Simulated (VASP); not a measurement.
Mg3Cd2Te3: single point with PBE

Crystal: Mg3Cd2Te3.

```
Mg Cd Te
1.0
     4.68140    0.00000    0.00000
     0.00000    4.68140    0.00000
     0.00000    0.00000    9.41303
Mg Cd Te
3 2 3
Direct
  0.00000 0.50000 0.73297
  0.50000 0.00000 0.26703
  0.50000 0.50000 0.00000
  0.50000 0.00000 0.76980
  0.00000 0.50000 0.23020
  0.00000 0.00000 0.50000
  0.00000 0.00000 0.00000
  0.50000 0.50000 0.50000
```

The cell was built from a structure type or drawn by symmetry, and may not be a known phase.

```json
{
 "Program": "VASP 6.6.1",
 "Task": "single point",
 "Functional": "PBE",
 "Potentials or basis": "VASP PAW PBE potentials, release 64 (Mg, Cd, Te)",
 "Cutoff": "520 eV",
 "k mesh": "4 × 4 × 2",
 "Occupations": "gaussian, width 0.2 eV",
 "Spin": "no spin polarisation"
}
```

| Item | Value |
| --- | --- |
| Pressure | 0.4 GPa |
| Largest force | 0.033 eV/Å |
| Band gap on the k mesh | zero (bands 24 and 25 overlap by 1.06 eV) |

Forces in eV/Å, atoms in the order of the input:
```
Mg   0.000  0.000  0.033
Mg   0.000  0.000 -0.033
Mg   0.000  0.000  0.000
Cd   0.000  0.000  0.008
Cd   0.000  0.000 -0.008
Te   0.000  0.000  0.000
Te   0.000  0.000  0.000
Te   0.000  0.000  0.000
```

Stress tensor (GPa, compression positive):
```
0.29 0.00 0.00
0.00 0.29 0.00
0.00 0.00 0.50
```

Levels at points of the mesh, in eV from the Fermi level:
```tsv
k point	band 20	band 21	band 22	band 23	band 24	band 25	band 26	band 27	band 28	band 29
(0.00, 0.00, 0.00)	-2.73	-1.44	-0.44	-0.23	0.59	0.59	0.89	0.89	1.15	1.28
(0.50, 0.00, 0.00)	-2.67	-2.55	-2.21	-1.37	-1.01	-0.31	1.28	1.52	1.72	2.02
(0.50, 0.50, 0.00)	-2.64	-2.16	-2.16	-1.97	0.67	0.67	1.48	1.48	1.95	1.95
(0.00, 0.00, 0.50)	-2.48	-1.36	-0.44	0.03	0.42	0.61	0.61	1.85	1.89	1.89
(0.50, 0.00, 0.50)	-2.70	-2.66	-2.32	-2.13	-0.61	1.00	1.31	1.48	1.75	2.47
(0.50, 0.50, 0.50)	-3.41	-1.58	-1.38	-1.38	-0.94	-0.39	-0.39	1.95	1.95	2.85
```

It took 44 s on 1 thread of Intel(R) Xeon(R) 6975P-C (Granite Rapids), with other jobs on the host, peak memory 0.32 GiB.

Caveat: spin-orbit coupling is left out, which moves the levels of the heavy elements.
